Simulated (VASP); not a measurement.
Set up this calculation in VASP 6.6.1, as the native input.

| Property | Result |
| --- | --- |
| Task | single point |
| Functional | PBE |
| Potentials or basis | VASP PAW PBE potentials, release 64 (Mg, Te, O) |
| Cutoff | 520 eV |
| k mesh | 2 × 2 × 2 |
| Occupations | gaussian, width 0.1 eV |
| Spin | no spin polarisation |
| Dipole correction | no |
| Further INCAR settings | ALGO = Normal; EDIFF = 1e-07; NBANDS = 36 |

The structure of Mg3Te2O lies in POSCAR:

```
Mg3Te2O
1.0
    0.0000000000      0.0000000000     -6.1684980413
    0.0000000000      6.7381381302      0.0000000000
    6.6032262609     -3.3690690651      0.0000000000
Mg Te O
6 4 2
Direct
    0.2500000000      0.8074279143      0.2660581130
    0.2500000000      0.5413698013      0.7339418870
    0.5000000000      0.0000000000      0.0000000000
    0.7500000000      0.4586301987      0.2660581130
    0.7500000000      0.1925720857      0.7339418870
    0.0000000000      0.0000000000      0.0000000000
    0.7500000000      0.5928762100      0.6954477776
    0.2500000000      0.4071237900      0.3045522224
    0.7500000000      0.8974284324      0.3045522224
    0.2500000000      0.1025715676      0.6954477776
    0.2500000000      0.8106009443      1.0000000000
    0.7500000000      0.1893990557      1.0000000000
```

One way to write it, as run:

INCAR

```
SYSTEM = Mg3Te2O
PREC     = Accurate       ! precision mode
ENCUT    = 520            ! plane-wave cutoff, eV
EDIFF    = 1E-7           ! SCF threshold, eV
ISMEAR   = 0              ! smearing method
SIGMA    = 0.1            ! smearing width, eV
LREAL    = .FALSE.        ! projectors in reciprocal space
LASPH    = .TRUE.         ! aspherical terms in the spheres
NELM     = 60             ! most SCF steps
ALGO     = Normal         ! electronic algorithm
ISIF     = 2              ! what is computed and relaxed
LWAVE    = .FALSE.        ! write WAVECAR
LCHARG   = .TRUE.         ! write CHGCAR
GGA      = PE             ! functional
LELF     = .TRUE.         ! ELF
LVHAR    = .TRUE.       
NBANDS   = 36             ! bands
```

KPOINTS

```
Automatic mesh
0
G
  2 2 2
  0 0 0
```

Potentials or basis: VASP PAW PBE potentials, release 64 (Mg, Te, O).

The run is started by

```console
$ cat potpaw_PBE.64/Mg/POTCAR potpaw_PBE.64/Te/POTCAR potpaw_PBE.64/O/POTCAR > POTCAR
$ mpirun -np 1 vasp_std > vasp.out
```

It gave:

- Pressure: -0.1 GPa
- Largest force: 0.071 eV/Å
- Band gap on the k mesh: 1.66 eV (least direct gap 2.06 eV)

Caveat: the k points lie up to 0.52 Å⁻¹ apart; spin-orbit coupling is left out, which moves the levels of the heavy elements.

Wall time 3.6 min on 1 thread of Intel Xeon 8259CL (shared host), peak memory 0.37 GiB.
